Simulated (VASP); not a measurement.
A run of VASP 6.6.1:

The input INCAR:

```
AGGAC    = 1.0          
AGGAX    = 1.0          
ALDAC    = 0.0          
ALDAX    = 1.0          
ALGO     = Normal         # electronic algorithm
EDIFF    = 1E-7           # SCF threshold, eV
EDIFFG   = -0.02          # ionic threshold
ENCUT    = 600            # plane-wave cutoff, eV
GGA      = B5             # functional
IBRION   = 2              # ionic algorithm
ISIF     = 3              # what is computed and relaxed
ISMEAR   = -1             # smearing method
IVDW     = 13             # dispersion correction
LASPH    = True           # aspherical terms in the spheres
LCHARG   = False          # write CHGCAR
LREAL    = False          # projectors in reciprocal space
LWAVE    = False          # write WAVECAR
NELM     = 60             # most SCF steps
NSW      = 80             # ionic steps
PREC     = Accurate       # precision mode
SIGMA    = 0.05           # smearing width, eV
VDW_A1   = 0.44488865   
VDW_A2   = 4.0933009    
VDW_S6   = 1.0          
VDW_S8   = 2.34076671
```

KPOINTS

```
k-points
0
Gamma
  8 8 8
```

POSCAR

```
Ca
1.0
   -2.2400000000      2.2400000000      2.2400000000
    2.2400000000     -2.2400000000      2.2400000000
    2.2400000000      2.2400000000     -2.2400000000
Ca
1
Direct
    0.0000000000      0.0000000000      0.0000000000
```

Potentials or basis: VASP PAW PBE potentials, release 64 (Ca_sv).

The run is started by

```bash
$ cat potpaw_PBE.64/Ca_sv/POTCAR > POTCAR
$ mpirun -np 1 vasp_std > vasp.out
```

Hardware: 1 thread of Intel(R) Xeon(R) 6975P-C (Granite Rapids), on a shared host.

Task: How long does it take, and how much memory?

Result: Wall time 110 s on 1 thread of Intel(R) Xeon(R) 6975P-C (Granite Rapids) (shared host), peak memory 0.19 GiB. Counts: scf iterations 110, k points 29, ion steps 13.
